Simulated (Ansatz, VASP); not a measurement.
# One calculation of Ca, two programs

INCAR

```
SYSTEM = Ca
PREC     = Accurate       ! precision mode
ENCUT    = 520            ! plane-wave cutoff, eV
EDIFF    = 1E-7           ! SCF threshold, eV
ISMEAR   = 0              ! smearing method
SIGMA    = 0.1            ! smearing width, eV
LREAL    = .False.        ! projectors in reciprocal space
LASPH    = .True.         ! aspherical terms in the spheres
NELM     = 60             ! most SCF steps
ALGO     = Normal         ! electronic algorithm
ISIF     = 2              ! what is computed and relaxed
LWAVE    = .False.        ! write WAVECAR
LCHARG   = .True.         ! write CHGCAR
GGA      = PE             ! functional
LELF     = .True.         ! ELF
LVHAR    = .True.       
NBANDS   = 17             ! bands
```

KPOINTS

```
Automatic mesh
0
Gamma
  6 6 4
  0 0 0
```

File POSCAR:

```
Ca
1.0
    3.8958434473      0.0000000000      0.0000000000
   -1.9479217237      3.3738993945      0.0000000000
    0.0000000000      0.0000000000      6.4558499819
Ca
2
Direct
    0.3333333333      0.6666666667      0.7500000000
    0.6666666667      0.3333333333      0.2500000000
```

Input for Ansatz:

```yaml
crystal:
  lattice:
    - [3.8958434473, 0.0, 0.0]
    - [-1.9479217237, 3.3738993945, 0.0]
    - [0.0, 0.0, 6.4558499819]
  atoms:
    - { symbol: Ca, position: [0.3333333333, 0.6666666667, 0.75] }
    - { symbol: Ca, position: [0.6666666667, 0.3333333333, 0.25] }
basis:
  ecutwfc: 420
kpoints:
  mp_grid: { grid: [6, 6, 4] }
hamiltonian:
  xc: pbe
scf:
  occupations: { method: gaussian, width: 0.1 }
  lower_state_search: "off"
output:
  forces: true
  stress: true
  eigenvalues: true
```

Change from the starting cell: the structure that the rattled cell fell into.

Alike in both runs: task single point; functional PBE; k mesh 6 × 6 × 4; occupations gaussian, width 0.1 eV; no spin polarisation.

```csv
,VASP,Ansatz
version,VASP 6.6.1,Ansatz 0.2.0
potentials or method,"VASP PAW PBE potentials, release 64 (Ca_sv), cutoff 520 eV","scalar-relativistic, plane waves, PAW"
valence electrons in the cell,20,20
```

|  | VASP | Ansatz | Ansatz less VASP |
| --- | --- | --- | --- |
| gap on the k mesh at the Fermi level (eV) | none | none | - |
| pressure (GPa) | 0.0 | 0.0 | -0.01 |
| traceless stress, the component that is largest in VASP (GPa) | 0.15 | 0.15 | -0.002 |

A gap of «none» marks a metal or a gap that the smearing closes.
